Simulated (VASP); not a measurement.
Write the native input for VASP 6.6.1 that does the following.

* Task: single point
* Functional: PBEsol
* Potentials or basis: VASP PAW PBE potentials, release 64 (Mg, H)
* Cutoff: 520 eV
* k mesh: 8 × 8 × 8
* Occupations: fermi-dirac, width 0.03 eV
* Spin: no spin polarisation
* Dipole correction: no
* Further INCAR settings: ALGO = Normal; EDIFF = 1e-06; NBANDS = 13

The structure of MgH2 lies in POSCAR:

```
MgH2
1.0
   -1.8983006181      1.8983006181      4.6705774304
    1.8983006181     -1.8983006181      4.6705774304
    1.8983006181      1.8983006181     -4.6705774304
Mg H
2 4
Direct
    0.7500000000      0.2500000000      0.5000000000
    0.0000000000      0.0000000000      0.0000000000
    0.5382147317      0.0382147317      0.5000000000
    0.7882147317      0.7882147317      0.0000000000
    0.2117852683      0.2117852683      0.0000000000
    0.9617852683      0.4617852683      0.5000000000
```

The input as run:

INCAR

```
SYSTEM = MgH2
PREC = Accurate
ENCUT = 520
EDIFF = 1E-6
ISMEAR = -1
SIGMA = 0.03
LREAL = .FALSE.
LASPH = .TRUE.
NELM = 60
ALGO = Normal
ISIF = 2
LWAVE = .FALSE.
LCHARG = .FALSE.
GGA = PS
NBANDS = 13
```

KPOINTS

```
regular mesh
0
G
  8 8 8
  0 0 0
```

Potentials or basis: VASP PAW PBE potentials, release 64 (Mg, H).

The run is started by

```sh
$ cat potpaw_PBE.64/Mg/POTCAR potpaw_PBE.64/H/POTCAR > POTCAR
$ mpirun -np 1 vasp_std > vasp.out
```

It gave:

```yaml
Pressure: -0.2 GPa
Band_gap_on_the_k_mesh: 3.32 eV (least direct gap 4.52 eV)
```

Caveat: the PAW data sets were made with another functional, which shifts forces and pressure a little.

Wall time 86 s on 1 thread of Intel Xeon 8259CL (shared host), peak memory 0.26 GiB.
